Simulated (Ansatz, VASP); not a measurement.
# One calculation of Bi, two programs

```
Bi
1.0
     3.61954    0.00000    0.00000
    -1.80977    3.13462    0.00000
     0.00000    0.00000    5.93539
Bi
2
Direct
  0.33333 0.66667 0.25000
  0.66667 0.33333 0.75000
```

Alike in both runs: task single point; functional PBEsol; k mesh 12 × 12 × 6; occupations fermi-dirac, width 0.1 eV; no spin polarisation.

|  | VASP | Ansatz |
| --- | --- | --- |
| version | VASP 6.6.1 | Ansatz 0.2.0 |
| potentials or method | VASP PAW PBE potentials, release 64 (Bi_d), cutoff 520 eV | plane waves (420 eV) with PAW, scalar-relativistic |
| valence electrons in the cell | 30 | 30 |

|  | VASP | Ansatz | Ansatz less VASP |
| --- | --- | --- | --- |
| pressure (GPa) | -5.4 | -5.3 | +0.07 |
| traceless stress, the component that is largest in VASP (GPa) | 0.63 | 0.63 | -0.004 |

VASP's potentials were made for PBE, not for PBEsol, and Ansatz warns of the same on its side.

Spin-orbit coupling is off throughout.
